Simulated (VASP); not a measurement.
# BAs (F-43m) in VASP: further runs

Runs on BAs. Level: PBE+D3(BJ). Tasks: single point.

Program: VASP 6.6.1. These are calculated values, not measurements. Logs are shortened: lines on timing, memory, paths and dates and some standing lists are left out, and cuts for length are marked.

### 1 The cell of the first run

It takes space group F-43m (No. 216, cubic). Conventional cell: a = 4.777 Å, b = 4.777 Å, c = 4.777 Å, α = 90.00°, β = 90.00°, γ = 90.00°. Within 2.7 Å of B (site symmetry -43m) lie 4 As at 2.07 Å. As (site symmetry -43m) has 4 B at 2.07 Å within 2.7 Å.

### 2 Single point, PBE+D3(BJ)

INCAR

```
ALGO = Normal
EDIFF = 1E-6
ENCUT = 500
GGA = PE
GGA_COMPAT = False
ISIF = 2
ISMEAR = 0
IVDW = 12
LASPH = True
LCHARG = False
LREAL = False
LWAVE = False
NBANDS = 11
NELM = 120
PREC = Accurate
SIGMA = 0.05
```

KPOINTS

```
k-points
0
Gamma
  8 8 8
```

POSCAR

```
BAs
1.0
    0.0000000000      2.3885011289      2.3885011289
    2.3885011289      0.0000000000      2.3885011289
    2.3885011289      2.3885011289      0.0000000000
B As
1 1
Direct
    0.0000000000      0.0000000000      0.0000000000
    0.7500000000      0.7500000000      0.7500000000
```

Potentials or basis: VASP PAW PBE potentials, release 64 (B, As).

Run with:

```console
cat potpaw_PBE.64/B/POTCAR potpaw_PBE.64/As/POTCAR > POTCAR
mpirun -np 1 vasp_std > vasp.out
```

OUTCAR:

```text
EDIFF = 1E-6
   ENCUT = 500
   GGA = PE
   ISIF = 2
   ISMEAR = 0
   IVDW = 12
   LASPH = True
   LREAL = False
   NELM = 120
   PREC = Accurate
 IVDW          = 12

 ion  position               nearest neighbor table
   1  0.000  0.000  0.000-   2 2.07   2 2.07   2 2.07   2 2.07
   2  0.750  0.750  0.750-   1 2.07   1 2.07   1 2.07   1 2.07

  LATTYP: Found a face centered cubic cell.
 ALAT       =     4.7770022578

  Lattice vectors:

 A1 = (   0.0000000000,   2.3885011289,   2.3885011289)
 A2 = (   2.3885011289,   0.0000000000,   2.3885011289)
 A3 = (   2.3885011289,   2.3885011289,   0.0000000000)

Analysis of symmetry for initial positions (statically):
=====================================================================
 Subroutine PRICEL returns:
 Original cell was already a primitive cell.

 Routine SETGRP: Setting up the symmetry group for a
 face centered cubic supercell.

 Subroutine GETGRP returns: Found 24 space group operations
 (whereof 24 operations were pure point group operations)
 out of a pool of 48 trial point group operations.

The static configuration has the point symmetry T_d .

Analysis of symmetry for dynamics (positions and initial velocities):
=====================================================================
 Subroutine PRICEL returns:
 Original cell was already a primitive cell.

 Routine SETGRP: Setting up the symmetry group for a
 face centered cubic supercell.

 Subroutine GETGRP returns: Found 24 space group operations
 (whereof 24 operations were pure point group operations)
 out of a pool of 48 trial point group operations.

The dynamic configuration has the point symmetry T_d .

 Subroutine INISYM returns: Found 24 space group operations
 (whereof 24 operations are pure point group operations),
 and found     1 'primitive' translations

----------------------------------------------------------------------------------------

                                     Primitive cell

  volume of cell :      27.2525

  direct lattice vectors                    reciprocal lattice vectors
     0.000000000  2.388501129  2.388501129    -0.209336305  0.209336305  0.209336305
     2.388501129  0.000000000  2.388501129     0.209336305 -0.209336305  0.209336305
     2.388501129  2.388501129  0.000000000     0.209336305  0.209336305 -0.209336305

  length of vectors
     3.377850690  3.377850690  3.377850690     0.362581116  0.362581116  0.362581116

  position of ions in fractional coordinates (direct lattice)
     0.000000000  0.000000000  0.000000000
     0.750000000  0.750000000  0.750000000

  ion indices of the primitive-cell ions
   primitive index   ion index
                 1           1
                 2           2

----------------------------------------------------------------------------------------

 KPOINTS: k-points

Automatic generation of k-mesh.
 Grid dimensions read from file:
 generate k-points for:    8    8    8

 Generating k-lattice:

  Cartesian coordinates                     Fractional coordinates (reciprocal lattice)
    -0.026167038  0.026167038  0.026167038     0.125000000  0.000000000  0.000000000
     0.026167038 -0.026167038  0.026167038     0.000000000  0.125000000  0.000000000
     0.026167038  0.026167038 -0.026167038     0.000000000  0.000000000  0.125000000

  Length of vectors
     0.045322639  0.045322639  0.045322639

  Shift w.r.t. Gamma in fractional coordinates (k-lattice)
     0.000000000  0.000000000  0.000000000

 Subroutine IBZKPT returns following result:
 ===========================================

 Found     29 irreducible k-points:

 Following reciprocal coordinates:
            Coordinates               Weight
  0.000000  0.000000  0.000000      1.000000
  0.125000  0.000000  0.000000      8.000000
  0.250000  0.000000  0.000000      8.000000
  0.375000  0.000000  0.000000      8.000000
  0.500000  0.000000  0.000000      4.000000
  0.125000  0.125000  0.000000      6.000000
[... 16 lines left out ...]
  0.500000  0.250000  0.125000     48.000000
 -0.375000  0.250000  0.125000     24.000000
 [... further k-points ...]
   k-points           NKPTS =     29   k-points in BZ     NKDIM =     29   number of bands    NBANDS=     11
   number of dos      NEDOS =    301   number of ions     NIONS =      2
   total plane-waves  NPLWV =  21952
   dimension x,y,z NGX =    28 NGY =   28 NGZ =   28
   dimension x,y,z NGXF=    56 NGYF=   56 NGZF=   56
   ions per type =               1   1
   NGX,Y,Z   is equivalent  to a cutoff of  13.78, 13.78, 13.78 a.u.
   NGXF,Y,Z  is equivalent  to a cutoff of  27.56, 27.56, 27.56 a.u.
 SYSTEM =  unknown system
   PREC   = accura    normal or accurate (medium, high low for compatibility)
   ISTART =      0    job   : 0-new  1-cont  2-samecut
   ICHARG =      2    charge: 1-file 2-atom 10-const
   ISPIN  =      1    spin polarized calculation?
   LNONCOLLINEAR =      F non collinear calculations
   LSORBIT =      F    spin-orbit coupling
   LASPH  =      T    aspherical Exc in radial PAW
   ENCUT  =  500.0 eV  36.75 Ry    6.06 a.u.   6.16  6.16  6.16*2*pi/ulx,y,z
   NELM   =    120;   NELMIN=  2; NELMDL= -5     # of ELM steps
   EDIFF  = 0.1E-05   stopping-criterion for ELM
   LREAL  =      F    real-space projection
   EDIFFG = 0.1E-04   stopping-criterion for IOM
   NSW    =      0    number of steps for IOM
   IBRION =     -1    ionic relax: 0-MD 1-quasi-New 2-CG
   NFREE  =      0    steps in history (QN), initial steepest desc. (CG)
   ISIF   =      2    stress and relaxation
   ISYM   =      2    0-nonsym 1-usesym 2-fastsym
   POTIM  = 0.5000    time-step for ionic-motion
   TEBEG  =    0.0;   TEEND  =   0.0 temperature during run
   PSTRESS=    0.0 pullay stress
   NELECT =       8.0000    total number of electrons
   NUPDOWN=      -1.0000    fix difference up-down
   EMIN   =  10.00;   EMAX   =-10.00  energy-range for DOS
   EFERMI =   0.00;   METHOD = LEGACY
   ISMEAR =     0;   SIGMA  =   0.05  broadening in eV -4-tet -1-fermi 0-gaus
   EFERMI_NEDOS =   21; number of points for ismear=-14 and -15
   IALGO  =     38    algorithm
   IMIX   =      4    mixing-type and parameters
     AMIX     =   0.40;   BMIX     =  1.00
     AMIX_MAG =   1.60;   BMIX_MAG =  1.00
  volume/ion in A,a.u.               =      13.63        91.95
  Fermi-wavevector in a.u.,A,eV,Ry     =   1.088018  2.056056 16.106345  1.183783
  Thomas-Fermi vector in A             =   2.224190
   LORBIT       =      0    0 simple, 1 ext, 2 COOP (PROOUT), +10 PAW based schemes
   GGA     = PE    functional components
   LHFCALC =     F    Hartree Fock is set to
   AEXX    =    0.0000 exact exchange contribution
   IVDW    =    12    specifies the selected vdW correction
   LEPSILON=     F    determine dielectric tensor
   LRPA    =     F    only Hartree local field effects (RPA)
 non-spin polarized calculation
 Gauss-broadening in eV      SIGMA  =   0.05
  energy-cutoff  :      500.00
  volume of cell :       27.25
 maximum number of plane-waves:       701
 NGX is ok and might be reduce to    28
   NGX = 13   NGY = 13   NGZ = 13

 number of electron       8.0000000 magnetization

 Free energy of the ion-electron system (eV)
  ---------------------------------------------------
  ext. energy  EPLUGINS =         0.00000000
  ---------------------------------------------------
  free energy    TOTEN  =       -11.40395334 eV

  energy without entropy =      -11.40395334  energy(sigma->0) =      -11.40395334

 E-fermi :   6.3648     XC(G=0): -10.5838

 val. band max:        6.1272843022   @ k =   0.0000   0.0000   0.0000
 cond. band min:       7.3160240901   @ k =   0.3750   0.3750   0.0000
 fundamental gap:      1.1887397879
 Fermi energy:         6.3648036623

 k-point     1 :       0.0000    0.0000    0.0000
  band No.  band energies     occupation
      1      -9.2743      2.00000
      2       6.1273      2.00000
      3       6.1273      2.00000
      4       6.1273      2.00000
      5       9.4033      0.00000
      6       9.4033      0.00000
      7       9.4033      0.00000
      8      10.8141      0.00000
      9      15.7098      0.00000
     10      19.0772      0.00000
     11      19.0772      0.00000

 k-point     2 :       0.1250    0.0000    0.0000
  band No.  band energies     occupation
      1      -9.0183      2.00000
      2       4.1623      2.00000
      3       5.6889      2.00000
      4       5.6889      2.00000
      5       9.5217      0.00000
      6       9.9803      0.00000
      7       9.9803      0.00000
      8      12.0869      0.00000
      9      16.6584      0.00000
     10      17.7419      0.00000
     11      17.7419      0.00000

 k-point     3 :       0.2500    0.0000    0.0000
  band No.  band energies     occupation
      1      -8.2728      2.00000
      2       1.1880      2.00000
      3       4.9781      2.00000
      4       4.9781      2.00000
      5       9.1932      0.00000
      6      10.7788      0.00000
      7      10.7788      0.00000
      8      14.0260      0.00000
      9      17.3557      0.00000
     10      17.3557      0.00000
     11      17.4229      0.00000

 k-point     4 :       0.3750    0.0000    0.0000
  band No.  band energies     occupation
      1      -7.1658      2.00000
      2      -1.3929      2.00000
      3       4.4786      2.00000
      4       4.4786      2.00000
      5       8.9162      0.00000
      6      10.9570      0.00000
      7      10.9570      0.00000
      8      14.9544      0.00000
      9      17.9473      0.00000
     10      18.8115      0.00000
     11      18.8115      0.00000
[... 239 lines left out ...]
 k-point    22 :       0.3750    0.2500    0.1250
  band No.  band energies     occupation
      1      -7.6207      2.00000
      2       0.9291      2.00000
      3       2.4104      2.00000
      4       4.1051      2.00000
      5       9.3544      0.00000
      6      11.3501      0.00000
      7      12.0693      0.00000
      8      13.3141      0.00000
      9      16.8589      0.00000
     10      19.4637      0.00000
     11      20.3316      0.00000

 k-point    23 :       0.5000    0.2500    0.1250
  band No.  band energies     occupation
      1      -6.5521      2.00000
      2      -1.0369      2.00000
      3       1.6886      2.00000
      4       3.3898      2.00000
      5       9.9767      0.00000
      6      11.1914      0.00000
      7      12.6542      0.00000
      8      14.1974      0.00000
      9      17.5409      0.00000
     10      19.4700      0.00000
     11      21.6334      0.00000

 k-point    24 :      -0.3750    0.2500    0.1250
  band No.  band energies     occupation
      1      -5.8286      2.00000
      2      -2.1636      2.00000
      3       1.5665      2.00000
      4       3.0539      2.00000
      5      10.0943      0.00000
      6      10.8891      0.00000
      7      13.5853      0.00000
      8      15.1527      0.00000
      9      16.4838      0.00000
     10      20.3146      0.00000
     11      21.3732      0.00000

 [... further k-points ...]

------------------------ aborting loop because EDIFF is reached ----------------------------------------

 Edisp (eV)   -0.65980

 E8    (eV) :    -0.2623

  FORCE on cell =-STRESS in cart. coord.  units (eV):
  Direction    XX          YY          ZZ          XY          YZ          ZX
  --------------------------------------------------------------------------------------
  -------------------------------------------------------------------------------------
  Total      -0.07558    -0.07558    -0.07558     0.00000     0.00000     0.00000
  in kB      -4.44348    -4.44348    -4.44348     0.00000     0.00000     0.00000
  external pressure =       -4.44 kB  Pullay stress =        0.00 kB

 VOLUME and BASIS-vectors are now :
 -----------------------------------------------------------------------------
  energy-cutoff  :      500.00
  volume of cell :       27.25
      direct lattice vectors                 reciprocal lattice vectors
     0.000000000  2.388501129  2.388501129    -0.209336305  0.209336305  0.209336305
     2.388501129  0.000000000  2.388501129     0.209336305 -0.209336305  0.209336305
     2.388501129  2.388501129  0.000000000     0.209336305  0.209336305 -0.209336305

 POSITION                                       TOTAL-FORCE (eV/Angst)
 -----------------------------------------------------------------------------------
      0.00000      0.00000      0.00000         0.000000      0.000000      0.000000
      3.58275      3.58275      3.58275        -0.000000     -0.000000     -0.000000
 -----------------------------------------------------------------------------------
    total drift:                                0.000000      0.000000      0.000000

  FREE ENERGIE OF THE ION-ELECTRON SYSTEM (eV)
  ---------------------------------------------------
  free  energy   TOTEN  =       -12.0637563447 eV

  energy  without entropy=      -12.0637563447  energy(sigma->0) =      -12.06375634
```

It took 18 s on 1 thread of Intel Xeon 8259CL, shared host; peak memory 0.17 GiB.

Results:

| Property | Result |
| --- | --- |
| Free energy | -12.0638 eV |
| Pressure | -0.4 GPa |
| Band gap on the k mesh | 1.19 eV, indirect (least direct gap 3.28 eV) |
| Dispersion energy per atom | -0.330 eV |

A k mesh can miss the band edges. A hybrid or GW would open this gap; PBE tends to underestimate it.

### 3 Single point, PBE+D3(BJ)

This run uses another cell than the first one, of 13.53 Å³/atom, 0.993 times its volume.

INCAR

```
SYSTEM = BAs
PREC = Accurate
ENCUT = 500
EDIFF = 1E-6
ISMEAR = 0
SIGMA = 0.05
LREAL = .False.
LASPH = .True.
NELM = 120
ALGO = Normal
ISIF = 2
LWAVE = .False.
LCHARG = .True.
GGA = PE
IVDW = 12
LELF = .True.
LVHAR = .True.
NBANDS = 11
GGA_COMPAT = .False.
```

KPOINTS

```
Automatic mesh
0
Gamma
  8 8 8
  0 0 0
```

POSCAR

```
BAs
1.0
    0.0000000000      2.3826167059      2.3826167059
    2.3826167059      0.0000000000      2.3826167059
    2.3826167059      2.3826167059      0.0000000000
B As
1 1
Direct
    0.0000000000      0.0000000000      0.0000000000
    0.7500000000      0.7500000000      0.7500000000
```

Potentials or basis: VASP PAW PBE potentials, release 64 (B, As).

Run with:

```console
cat potpaw_PBE.64/B/POTCAR potpaw_PBE.64/As/POTCAR > POTCAR
mpirun -np 1 vasp_std > vasp.out
```

OUTCAR:

```text
SYSTEM = BAs
   PREC = Accurate
   ENCUT = 500
   EDIFF = 1E-6
   ISMEAR = 0
   LREAL = .False.
   LASPH = .True.
   NELM = 120
   ISIF = 2
   GGA = PE
   IVDW = 12
 IVDW          = 12

 ion  position               nearest neighbor table
   1  0.000  0.000  0.000-   2 2.06   2 2.06   2 2.06   2 2.06
   2  0.750  0.750  0.750-   1 2.06   1 2.06   1 2.06   1 2.06

  LATTYP: Found a face centered cubic cell.
 ALAT       =     4.7652334118

  Lattice vectors:

 A1 = (   0.0000000000,   2.3826167059,   2.3826167059)
 A2 = (   2.3826167059,   0.0000000000,   2.3826167059)
 A3 = (   2.3826167059,   2.3826167059,   0.0000000000)

Analysis of symmetry for initial positions (statically):
=====================================================================
 Subroutine PRICEL returns:
 Original cell was already a primitive cell.

 Routine SETGRP: Setting up the symmetry group for a
 face centered cubic supercell.

 Subroutine GETGRP returns: Found 24 space group operations
 (whereof 24 operations were pure point group operations)
 out of a pool of 48 trial point group operations.

The static configuration has the point symmetry T_d .

Analysis of symmetry for dynamics (positions and initial velocities):
=====================================================================
 Subroutine PRICEL returns:
 Original cell was already a primitive cell.

 Routine SETGRP: Setting up the symmetry group for a
 face centered cubic supercell.

 Subroutine GETGRP returns: Found 24 space group operations
 (whereof 24 operations were pure point group operations)
 out of a pool of 48 trial point group operations.

The dynamic configuration has the point symmetry T_d .

 Subroutine INISYM returns: Found 24 space group operations
 (whereof 24 operations are pure point group operations),
 and found     1 'primitive' translations

----------------------------------------------------------------------------------------

[... 119 lines left out ...]
   AEXX    =    0.0000 exact exchange contribution
   IVDW    =    12    specifies the selected vdW correction
   LEPSILON=     F    determine dielectric tensor
   LRPA    =     F    only Hartree local field effects (RPA)
 non-spin polarized calculation
 Gauss-broadening in eV      SIGMA  =   0.05
  energy-cutoff  :      500.00
  volume of cell :       27.05
 maximum number of plane-waves:       701
 NGX is ok and might be reduce to    28
   NGX = 13   NGY = 13   NGZ = 13

 number of electron       8.0000000 magnetization

 Free energy of the ion-electron system (eV)
  ---------------------------------------------------
  ext. energy  EPLUGINS =         0.00000000
  ---------------------------------------------------
  free energy    TOTEN  =       -11.39891264 eV

  energy without entropy =      -11.39891264  energy(sigma->0) =      -11.39891264

 E-fermi :   6.4411     XC(G=0): -10.6159

 val. band max:        6.2092183115   @ k =   0.0000   0.0000   0.0000
 cond. band min:       7.3907475450   @ k =   0.3750   0.3750   0.0000
 fundamental gap:      1.1815292335
 Fermi energy:         6.4411108358

 k-point     1 :       0.0000    0.0000    0.0000
  band No.  band energies     occupation
      1      -9.2601      2.00000
      2       6.2092      2.00000
      3       6.2092      2.00000
      4       6.2092      2.00000
      5       9.4946      0.00000
      6       9.4946      0.00000
      7       9.4946      0.00000
      8      10.9904      0.00000
      9      15.8279      0.00000
     10      19.1891      0.00000
     11      19.1891      0.00000
[... 309 lines left out ...]
 k-point    24 :      -0.3750    0.2500    0.1250
  band No.  band energies     occupation
      1      -5.7825      2.00000
      2      -2.1288      2.00000
      3       1.6205      2.00000
      4       3.1110      2.00000
      5      10.1894      0.00000
      6      10.9913      0.00000
      7      13.7079      0.00000
      8      15.2799      0.00000
      9      16.5978      0.00000
     10      20.4455      0.00000
     11      21.5090      0.00000

 [... further k-points ...]

------------------------ aborting loop because EDIFF is reached ----------------------------------------

 Edisp (eV)   -0.66470

 E8    (eV) :    -0.2642

  FORCE on cell =-STRESS in cart. coord.  units (eV):
  Direction    XX          YY          ZZ          XY          YZ          ZX
  --------------------------------------------------------------------------------------
  -------------------------------------------------------------------------------------
  Total       0.09998     0.09998     0.09998    -0.00000    -0.00000    -0.00000
  in kB       5.92120     5.92120     5.92120    -0.00000    -0.00000    -0.00000
  external pressure =        5.92 kB  Pullay stress =        0.00 kB

 VOLUME and BASIS-vectors are now :
 -----------------------------------------------------------------------------
  energy-cutoff  :      500.00
  volume of cell :       27.05
      direct lattice vectors                 reciprocal lattice vectors
     0.000000000  2.382616706  2.382616706    -0.209853309  0.209853309  0.209853309
     2.382616706  0.000000000  2.382616706     0.209853309 -0.209853309  0.209853309
     2.382616706  2.382616706  0.000000000     0.209853309  0.209853309 -0.209853309

 POSITION                                       TOTAL-FORCE (eV/Angst)
 -----------------------------------------------------------------------------------
      0.00000      0.00000      0.00000         0.000000      0.000000      0.000000
      3.57393      3.57393      3.57393        -0.000000     -0.000000     -0.000000
 -----------------------------------------------------------------------------------
    total drift:                                0.000000      0.000000      0.000000

  FREE ENERGIE OF THE ION-ELECTRON SYSTEM (eV)
  ---------------------------------------------------
  free  energy   TOTEN  =       -12.0636107530 eV

  energy  without entropy=      -12.0636107530  energy(sigma->0) =      -12.06361075
```

It took 20 s on 1 thread of Intel Xeon 8259CL, shared host; peak memory 0.17 GiB.

Results:

| Item | Value |
| --- | --- |
| Free energy | -12.0636 eV |
| Pressure | 0.6 GPa |
| Band gap on the k mesh | 1.18 eV, indirect (least direct gap 3.29 eV) |
| Dispersion energy per atom | -0.332 eV |
